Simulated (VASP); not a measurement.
# SiO3 (Fm-3m) in VASP: further runs

Runs on SiO3. Level: PBE. Tasks: single point.

Everything below comes from runs of VASP 6.6.1. Logs are shortened: lines on timing, memory, paths and dates and some standing lists are left out, and cuts for length are marked.

## 1. The cell of the first run

It takes space group Fm-3m (No. 225, cubic). The conventional cell has a = 5.008 Å, b = 5.008 Å, c = 5.008 Å, α = 90.00°, β = 90.00°, γ = 90.00°. Si (site symmetry m-3m) has 14 O at 2.17 to 2.50 Å within 2.9 Å. Within 2.9 Å of O (site symmetry m-3m) lie 8 O at 2.17 Å and 6 Si at 2.50 Å. Within 2.9 Å of O (site symmetry -43m) lie 4 Si at 2.17 Å and 10 O at 2.17 to 2.50 Å.

## 2. Single point, PBE

INCAR reads:

```
  PREC = Accurate
  ENCUT = 600
  EDIFF = 1E-6
  ISMEAR = 0
  SIGMA = 0.2
  LREAL = F
  LASPH = T
  NELM = 120
  ALGO = Normal
  ISIF = 2
  LWAVE = F
  LCHARG = T
  GGA = PE
  LELF = T
  LVHAR = T
  NBANDS = 19
  GGA_COMPAT = F
```

KPOINTS reads:

```
regular mesh
0
Gamma
  6 6 6
```

POSCAR reads:

```
SiO3
1.0
    0.0000000000      2.5039489527      2.5039489527
    2.5039489527      0.0000000000      2.5039489527
    2.5039489527      2.5039489527      0.0000000000
Si O
1 3
Direct
    0.0000000000      0.0000000000      0.0000000000
    0.5000000000      0.5000000000      0.5000000000
    0.2500000000      0.2500000000      0.2500000000
    0.7500000000      0.7500000000      0.7500000000
```

Potentials or basis: VASP PAW PBE potentials, release 64 (Si, O).

The run is started by

```console
$ cat potpaw_PBE.64/Si/POTCAR potpaw_PBE.64/O/POTCAR > POTCAR
$ mpirun -np 1 vasp_std > vasp.out
```

OUTCAR:

```text
PREC = Accurate
   ENCUT = 600
   EDIFF = 1E-6
   ISMEAR = 0
   LREAL = F
   LASPH = T
   NELM = 120
   ISIF = 2
   GGA = PE

 ion  position               nearest neighbor table
   1  0.000  0.000  0.000-   4 2.17   4 2.17   4 2.17   3 2.17   4 2.17   3 2.17   3 2.17   3 2.17
                             2 2.50   2 2.50   2 2.50   2 2.50   2 2.50   2 2.50
   2  0.500  0.500  0.500-   1 2.50   1 2.50   1 2.50   1 2.50   1 2.50   1 2.50
   3  0.250  0.250  0.250-   1 2.17   1 2.17   1 2.17   1 2.17
   4  0.750  0.750  0.750-   1 2.17   1 2.17   1 2.17   1 2.17

  LATTYP: Found a face centered cubic cell.
 ALAT       =     5.0078979054

  Lattice vectors:

 A1 = (   0.0000000000,   2.5039489527,   2.5039489527)
 A2 = (   2.5039489527,   0.0000000000,   2.5039489527)
 A3 = (   2.5039489527,   2.5039489527,   0.0000000000)

Analysis of symmetry for initial positions (statically):
=====================================================================
 Subroutine PRICEL returns:
 Original cell was already a primitive cell.

 Routine SETGRP: Setting up the symmetry group for a
 face centered cubic supercell.

 Subroutine GETGRP returns: Found 48 space group operations
 (whereof 48 operations were pure point group operations)
 out of a pool of 48 trial point group operations.

The static configuration has the point symmetry O_h .

Analysis of symmetry for dynamics (positions and initial velocities):
=====================================================================
 Subroutine PRICEL returns:
 Original cell was already a primitive cell.

 Routine SETGRP: Setting up the symmetry group for a
 face centered cubic supercell.

 Subroutine GETGRP returns: Found 48 space group operations
 (whereof 48 operations were pure point group operations)
 out of a pool of 48 trial point group operations.

The dynamic configuration has the point symmetry O_h .

 Subroutine INISYM returns: Found 48 space group operations
 (whereof 48 operations are pure point group operations),
 and found     1 'primitive' translations

----------------------------------------------------------------------------------------

                                     Primitive cell

  volume of cell :      31.3983

  direct lattice vectors                    reciprocal lattice vectors
     0.000000000  2.503948953  2.503948953    -0.199684582  0.199684582  0.199684582
     2.503948953  0.000000000  2.503948953     0.199684582 -0.199684582  0.199684582
     2.503948953  2.503948953  0.000000000     0.199684582  0.199684582 -0.199684582

  length of vectors
     3.541118568  3.541118568  3.541118568     0.345863842  0.345863842  0.345863842

  position of ions in fractional coordinates (direct lattice)
     0.000000000  0.000000000  0.000000000
     0.500000000  0.500000000  0.500000000
     0.250000000  0.250000000  0.250000000
     0.750000000  0.750000000  0.750000000

  ion indices of the primitive-cell ions
   primitive index   ion index
                 1           1
                 2           2
                 3           3
                 4           4

----------------------------------------------------------------------------------------

 KPOINTS: regular mesh

Automatic generation of k-mesh.
 Grid dimensions read from file:
 generate k-points for:    6    6    6

 Generating k-lattice:

  Cartesian coordinates                     Fractional coordinates (reciprocal lattice)
    -0.033280764  0.033280764  0.033280764     0.166666667  0.000000000  0.000000000
     0.033280764 -0.033280764  0.033280764     0.000000000  0.166666667  0.000000000
     0.033280764  0.033280764 -0.033280764     0.000000000  0.000000000  0.166666667

  Length of vectors
     0.057643974  0.057643974  0.057643974

  Shift w.r.t. Gamma in fractional coordinates (k-lattice)
     0.000000000  0.000000000  0.000000000

 Subroutine IBZKPT returns following result:
 ===========================================

 Found     16 irreducible k-points:

 Following reciprocal coordinates:
            Coordinates               Weight
  0.000000  0.000000  0.000000      1.000000
  0.166667  0.000000  0.000000      8.000000
  0.333333  0.000000  0.000000      8.000000
  0.500000  0.000000  0.000000      4.000000
  0.166667  0.166667  0.000000      6.000000
  0.333333  0.166667  0.000000     24.000000
[... 8 lines left out ...]
 -0.333333  0.333333  0.166667     24.000000
 -0.333333  0.500000  0.166667     12.000000
   k-points           NKPTS =     16   k-points in BZ     NKDIM =     16   number of bands    NBANDS=     19
   number of dos      NEDOS =    301   number of ions     NIONS =      4
   total plane-waves  NPLWV =  21952
   dimension x,y,z NGX =    28 NGY =   28 NGZ =   28
   dimension x,y,z NGXF=    56 NGYF=   56 NGZF=   56
   ions per type =               1   3
   NGX,Y,Z   is equivalent  to a cutoff of  13.15, 13.15, 13.15 a.u.
   NGXF,Y,Z  is equivalent  to a cutoff of  26.29, 26.29, 26.29 a.u.
 SYSTEM =  unknown system
   PREC   = accura    normal or accurate (medium, high low for compatibility)
   ISTART =      0    job   : 0-new  1-cont  2-samecut
   ICHARG =      2    charge: 1-file 2-atom 10-const
   ISPIN  =      1    spin polarized calculation?
   LNONCOLLINEAR =      F non collinear calculations
   LSORBIT =      F    spin-orbit coupling
   LASPH  =      T    aspherical Exc in radial PAW
   ENCUT  =  600.0 eV  44.10 Ry    6.64 a.u.   7.07  7.07  7.07*2*pi/ulx,y,z
   NELM   =    120;   NELMIN=  2; NELMDL= -5     # of ELM steps
   EDIFF  = 0.1E-05   stopping-criterion for ELM
   LREAL  =      F    real-space projection
   EDIFFG = 0.1E-04   stopping-criterion for IOM
   NSW    =      0    number of steps for IOM
   IBRION =     -1    ionic relax: 0-MD 1-quasi-New 2-CG
   NFREE  =      0    steps in history (QN), initial steepest desc. (CG)
   ISIF   =      2    stress and relaxation
   ISYM   =      2    0-nonsym 1-usesym 2-fastsym
   POTIM  = 0.5000    time-step for ionic-motion
   TEBEG  =    0.0;   TEEND  =   0.0 temperature during run
   PSTRESS=    0.0 pullay stress
   NELECT =      22.0000    total number of electrons
   NUPDOWN=      -1.0000    fix difference up-down
   EMIN   =  10.00;   EMAX   =-10.00  energy-range for DOS
   EFERMI =   0.00;   METHOD = LEGACY
   ISMEAR =     0;   SIGMA  =   0.20  broadening in eV -4-tet -1-fermi 0-gaus
   EFERMI_NEDOS =   21; number of points for ismear=-14 and -15
   IALGO  =     38    algorithm
   IMIX   =      4    mixing-type and parameters
     AMIX     =   0.40;   BMIX     =  1.00
     AMIX_MAG =   1.60;   BMIX_MAG =  1.00
  volume/ion in A,a.u.               =       7.85        52.97
  Fermi-wavevector in a.u.,A,eV,Ry     =   1.454053  2.747762 28.766394  2.114270
  Thomas-Fermi vector in A             =   2.571248
   LORBIT       =      0    0 simple, 1 ext, 2 COOP (PROOUT), +10 PAW based schemes
   GGA     = PE    functional components
   LHFCALC =     F    Hartree Fock is set to
   AEXX    =    0.0000 exact exchange contribution
   IVDW    =     0    specifies the selected vdW correction
   LEPSILON=     F    determine dielectric tensor
   LRPA    =     F    only Hartree local field effects (RPA)
 non-spin polarized calculation
 Gauss-broadening in eV      SIGMA  =   0.20
  energy-cutoff  :      600.00
  volume of cell :       31.40
 maximum number of plane-waves:      1067
   NGX = 15   NGY = 15   NGZ = 15

 number of electron      21.9999999 magnetization

 Free energy of the ion-electron system (eV)
  ---------------------------------------------------
  ext. energy  EPLUGINS =         0.00000000
  ---------------------------------------------------
  free energy    TOTEN  =       -18.74228780 eV

  energy without entropy =      -18.65570994  energy(sigma->0) =      -18.69899887

 E-fermi :   7.5378     XC(G=0): -12.6367

 val. band max:        7.5318019062   @ k =   0.5000   0.0000   0.0000
 cond. band min:       7.5764377491   @ k =   0.5000   0.0000   0.0000
 fundamental gap:      0.0446358429
 Fermi energy:         7.5377628197

 k-point     1 :       0.0000    0.0000    0.0000
  band No.  band energies     occupation
      1     -14.3259      2.00000
      2      -8.9992      2.00000
      3      -7.3664      2.00000
      4       2.8167      2.00000
      5       2.8167      2.00000
      6       2.8167      2.00000
[... 11 lines left out ...]
     18      18.3990      0.00000
     19      26.7120      0.00000

 k-point     2 :       0.1667    0.0000    0.0000
  band No.  band energies     occupation
      1     -14.0002      2.00000
      2      -9.2550      2.00000
      3      -7.6666      2.00000
      4       1.6712      2.00000
      5       2.4691      2.00000
      6       2.4691      2.00000
[... 11 lines left out ...]
     18      19.5866      0.00000
     19      26.0543      0.00000

 k-point     3 :       0.3333    0.0000    0.0000
  band No.  band energies     occupation
      1     -13.0822      2.00000
      2     -10.1136      2.00000
      3      -8.2269      2.00000
      4       0.4138      2.00000
      5       2.1539      2.00000
      6       2.1539      2.00000
[... 11 lines left out ...]
     18      22.0551      0.00000
     19      25.0122      0.00000

 k-point     4 :       0.5000    0.0000    0.0000
  band No.  band energies     occupation
      1     -12.0740      2.00000
      2     -11.1644      2.00000
      3      -8.4443      2.00000
      4      -0.0805      2.00000
      5       2.1104      2.00000
      6       2.1104      2.00000
[... 231 lines left out ...]
     18      23.2130      0.00000
     19      23.7213      0.00000

 k-point    15 :      -0.3333    0.3333    0.1667
  band No.  band energies     occupation
      1     -11.3681      2.00000
      2     -10.9109      2.00000
      3      -9.4922      2.00000
      4      -1.7908      2.00000
      5       1.5333      2.00000
      6       1.8171      2.00000
[... 11 lines left out ...]
     18      23.7760      0.00000
     19      24.2342      0.00000

 k-point    16 :      -0.3333    0.5000    0.1667
  band No.  band energies     occupation
      1     -11.1469      2.00000
      2     -10.4505      2.00000
      3     -10.1634      2.00000
      4      -2.0402      2.00000
      5       0.8106      2.00000
      6       1.6456      2.00000
[... 11 lines left out ...]
     18      22.9015      0.00000
     19      23.5504      0.00000

------------------------ aborting loop because EDIFF is reached ----------------------------------------

  FORCE on cell =-STRESS in cart. coord.  units (eV):
  Direction    XX          YY          ZZ          XY          YZ          ZX
  --------------------------------------------------------------------------------------
  -------------------------------------------------------------------------------------
  Total       -0.0475802     -0.0475802     -0.0475802      0.0000000     -0.0000000     -0.0000000
  in kB       -2.4278974     -2.4278974     -2.4278974      0.0000000     -0.0000000     -0.0000000
  external PRESSURE =      -2.4278974 kB  Pullay stress =       0.0000000 kB

 VOLUME and BASIS-vectors are now :
 -----------------------------------------------------------------------------
  energy-cutoff  :      600.00
  volume of cell :       31.40
      direct lattice vectors                 reciprocal lattice vectors
     0.000000000  2.503948953  2.503948953    -0.199684582  0.199684582  0.199684582
     2.503948953  0.000000000  2.503948953     0.199684582 -0.199684582  0.199684582
     2.503948953  2.503948953  0.000000000     0.199684582  0.199684582 -0.199684582

 POSITION                                       TOTAL-FORCE (eV/Angst)
 -----------------------------------------------------------------------------------
      0.00000      0.00000      0.00000        -0.000000     -0.000000     -0.000000
      2.50395      2.50395      2.50395        -0.000000      0.000000     -0.000000
      1.25197      1.25197      1.25197        -0.000000     -0.000000     -0.000000
      3.75592      3.75592      3.75592         0.000000      0.000000      0.000000
 -----------------------------------------------------------------------------------
    total drift:                                0.000000     -0.000000      0.000000

  FREE ENERGIE OF THE ION-ELECTRON SYSTEM (eV)
  ---------------------------------------------------
  free  energy   TOTEN  =       -18.7422877956 eV

  energy  without entropy=      -18.6557099390  energy(sigma->0) =      -18.69899887
```

Run time: 6.4 s. Hardware: 1 thread of Intel Xeon 6975P-C (Granite Rapids), shared host; peak memory 0.14 GiB.

What came out:

* Free energy: -18.7423 eV
* Pressure: -0.2 GPa
* Band gap on the k mesh: zero (band 11 reaches 7.94 eV, above the bottom of band 12 at 5.76 eV)

Levels at points of the mesh, in eV from the Fermi level:
| k point | band 9 | band 10 | band 11 | band 12 | band 13 | band 14 |
| --- | --- | --- | --- | --- | --- | --- |
| (0.00, 0.00, 0.00) | -3.60 | -1.77 | -1.77 | -1.77 | -0.86 | 7.58 |
| (0.50, 0.00, 0.00) | -3.05 | -0.01 | 0.04 | 0.04 | 2.79 | 7.06 |
| (0.50, 0.50, 0.00) | -1.44 | -0.80 | 0.40 | 0.40 | 2.17 | 7.26 |

Caveat: the k points lie up to 0.36 Å⁻¹ apart.

## 3. Single point, PBE

INCAR reads:

```
PREC = Accurate ; ENCUT = 600
EDIFF = 1E-6 ; ISMEAR = 0
SIGMA = 0.2 ; LREAL = F
LASPH = T ; NELM = 120
ALGO = Normal ; ISIF = 2
LWAVE = F ; LCHARG = T
GGA = PE ; LELF = T
LVHAR = T ; NBANDS = 19
GGA_COMPAT = F
```

KPOINTS reads:

```
Automatic mesh
0
Gamma
  6 6 6
```

POSCAR reads:

```
SiO3
1.0
    0.0000000000      2.5039433662      2.5039433662
    2.5039433662      0.0000000000      2.5039433662
    2.5039433662      2.5039433662      0.0000000000
Si O
1 3
Direct
    0.5000000000      0.5000000000      0.5000000000
    0.2500000000      0.2500000000      0.2500000000
    0.7500000000      0.7500000000      0.7500000000
    0.0000000000      0.0000000000      0.0000000000
```

Potentials or basis: VASP PAW PBE potentials, release 64 (Si, O).

The run is started by

```console
$ cat potpaw_PBE.64/Si/POTCAR potpaw_PBE.64/O/POTCAR > POTCAR
$ mpirun -np 1 vasp_std > vasp.out
```

OUTCAR:

```text
PREC = Accurate
   ENCUT = 600
   EDIFF = 1E-6
   ISMEAR = 0
   LREAL = F
   LASPH = T
   NELM = 120
   ISIF = 2
   GGA = PE

 ion  position               nearest neighbor table
   1  0.500  0.500  0.500-   2 2.17   3 2.17   2 2.17   2 2.17   2 2.17   3 2.17   3 2.17   3 2.17
                             4 2.50   4 2.50   4 2.50   4 2.50   4 2.50   4 2.50
   2  0.250  0.250  0.250-   1 2.17   1 2.17   1 2.17   1 2.17
   3  0.750  0.750  0.750-   1 2.17   1 2.17   1 2.17   1 2.17
[... 542 lines left out ...]
  Direction    XX          YY          ZZ          XY          YZ          ZX
  --------------------------------------------------------------------------------------
  -------------------------------------------------------------------------------------
  Total       -0.0529815     -0.0529815     -0.0529815      0.0000000      0.0000000      0.0000000
  in kB       -2.7035325     -2.7035325     -2.7035325      0.0000000      0.0000000      0.0000000
  external PRESSURE =      -2.7035325 kB  Pullay stress =       0.0000000 kB

 VOLUME and BASIS-vectors are now :
 -----------------------------------------------------------------------------
  energy-cutoff  :      600.00
  volume of cell :       31.40
      direct lattice vectors                 reciprocal lattice vectors
     0.000000000  2.503943366  2.503943366    -0.199685028  0.199685028  0.199685028
     2.503943366  0.000000000  2.503943366     0.199685028 -0.199685028  0.199685028
     2.503943366  2.503943366  0.000000000     0.199685028  0.199685028 -0.199685028

 POSITION                                       TOTAL-FORCE (eV/Angst)
 -----------------------------------------------------------------------------------
      2.50394      2.50394      2.50394        -0.000000     -0.000000     -0.000000
      1.25197      1.25197      1.25197        -0.000000     -0.000000     -0.000000
      3.75592      3.75592      3.75592         0.000000      0.000000      0.000000
      0.00000      0.00000      0.00000        -0.000000     -0.000000     -0.000000
 -----------------------------------------------------------------------------------
    total drift:                                0.000000     -0.000000      0.000000

  FREE ENERGIE OF THE ION-ELECTRON SYSTEM (eV)
  ---------------------------------------------------
  free  energy   TOTEN  =       -18.7422885247 eV

  energy  without entropy=      -18.6557116377  energy(sigma->0) =      -18.69900008
```

OSZICAR:

```text
N       E                     dE             d eps       ncg     rms          rms(c)
DAV:   1     0.809065732713E+02    0.80907E+02   -0.13369E+04   608   0.127E+03
DAV:   2    -0.176850128134E+02   -0.98592E+02   -0.96007E+02   832   0.241E+02
DAV:   3    -0.205483035649E+02   -0.28633E+01   -0.27995E+01   696   0.376E+01
DAV:   4    -0.205589858923E+02   -0.10682E-01   -0.10679E-01   685   0.269E+00
DAV:   5    -0.205590271502E+02   -0.41258E-04   -0.41257E-04   676   0.168E-01    0.810E+00
DAV:   6    -0.188092300387E+02    0.17498E+01   -0.59963E+00   617   0.153E+01    0.321E+00
DAV:   7    -0.187957111556E+02    0.13519E-01   -0.91088E-01   677   0.665E+00    0.205E+00
DAV:   8    -0.187453618751E+02    0.50349E-01   -0.22485E-01   665   0.286E+00    0.942E-01
DAV:   9    -0.187421782189E+02    0.31837E-02   -0.31918E-02   638   0.137E+00    0.224E-01
DAV:  10    -0.187422110733E+02   -0.32854E-04   -0.13827E-03   680   0.250E-01    0.126E-01
DAV:  11    -0.187422876359E+02   -0.76563E-04   -0.18872E-04   656   0.102E-01    0.136E-02
DAV:  12    -0.187422885247E+02   -0.88873E-06   -0.97022E-06   688   0.240E-02
   1 F= -.18742289E+02 E0= -.18699000E+02  d E =-.865769E-01
```

Run time: 5.8 s. Hardware: 1 thread of Intel Xeon 6975P-C (Granite Rapids), shared host; peak memory 0.15 GiB.

What came out:

- Free energy: -18.7423 eV
- Pressure: -0.3 GPa
- Band gap on the k mesh: zero (band 11 reaches 7.94 eV, above the bottom of band 12 at 5.76 eV)

Levels at points of the mesh, in eV from the Fermi level:
```
           k point  band 7  band 8  band 9  band 10  band 11  band 12  band 13  band 14  band 15  band 16
(0.00, 0.00, 0.00)   -3.60   -3.60   -3.60    -1.77    -1.77    -1.77    -0.86     7.58     7.58     7.58
(0.50, 0.00, 0.00)   -4.46   -4.46   -3.05    -0.01     0.04     0.04     2.79     7.06     7.06     8.31
(0.50, 0.50, 0.00)   -1.99   -1.44   -1.44    -0.80     0.40     0.40     2.17     7.26     9.16     9.16
```

Caveat: the k points lie up to 0.36 Å⁻¹ apart.
